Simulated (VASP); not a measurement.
Input of a VASP 6.6.1 run:

Contents of INCAR:

```
ALGO = Normal ; EDIFF = 1E-6
ENCUT = 600 ; GGA = CA
GGA_COMPAT = F ; ISIF = 2
ISMEAR = -1 ; LASPH = T
LCHARG = F ; LREAL = F
LWAVE = F ; NBANDS = 17
NELM = 120 ; PREC = Accurate
SIGMA = 0.1
```

Contents of KPOINTS:

```
k-points
0
Gamma
  5 5 5
```

The input POSCAR:

```
ZrOs
1.0
    3.2253847334      0.0000000000      0.0000000000
    0.0000000000      3.2253847334      0.0000000000
    0.0000000000      0.0000000000      3.2253847334
Zr Os
1 1
Direct
    0.5000000000      0.5000000000      0.5000000000
    0.0000000000      0.0000000000      0.0000000000
```

Potentials or basis: VASP PAW LDA potentials, release 64 (Zr_sv, Os).

Launch:

```sh
$ cat potpaw_LDA.64/Zr_sv/POTCAR potpaw_LDA.64/Os/POTCAR > POTCAR
$ mpirun -np 1 vasp_std > vasp.out
```

Q: What does it give for the band gap on the k mesh?

A: Zero (bands 10 and 11 overlap by 0.27 eV).

Q: Predict the pressure.

A: 0.5 GPa.

Caveat: the k points lie up to 0.39 Å⁻¹ apart; spin-orbit coupling is left out, which moves the levels of the heavy elements.
